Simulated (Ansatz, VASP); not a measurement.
## Si3Sn in VASP and in Ansatz

```
Si Sn
1.0
     2.82524    0.00000    0.00000
    -1.41262    2.44673    0.00000
     0.00000    0.00000   10.65585
Si Sn
3 1
Direct
  0.33333 0.66667 0.00000
  0.66667 0.33333 0.25000
  0.66667 0.33333 0.75000
  0.33333 0.66667 0.50000
```

Alike in both runs: task relaxation of cell and atoms; functional PBE; k mesh 6 × 6 × 2; occupations gaussian, width 0.1 eV; no spin polarisation.

|  | VASP | Ansatz |
| --- | --- | --- |
| version | VASP 6.6.1 | Ansatz 0.2.0 |
| potentials or method | VASP PAW PBE potentials, release 64 (Si, Sn_d), cutoff 600 eV | scalar-relativistic, plane waves, PAW |
| valence electrons in the cell | 26 | 26 |

Ansatz gave:

| Item | Value |
| --- | --- |
| gap on the k mesh at the Fermi level, each at its own relaxed structure (eV) | none |
| relaxed volume (Å³/atom) | 18.39 |
| relaxed cell length with the largest relative difference (Å) | 9.148 |

Problem. What did VASP give for the same quantities?

Solution. gap on the k mesh at the Fermi level, each at its own relaxed structure (eV): none; relaxed volume (Å³/atom): 18.41; relaxed cell length with the largest relative difference (Å): 9.134.

A gap of «none» marks a metal or a gap that the smearing closes.

The k mesh is coarse, so the values compare programs but aren't converged.
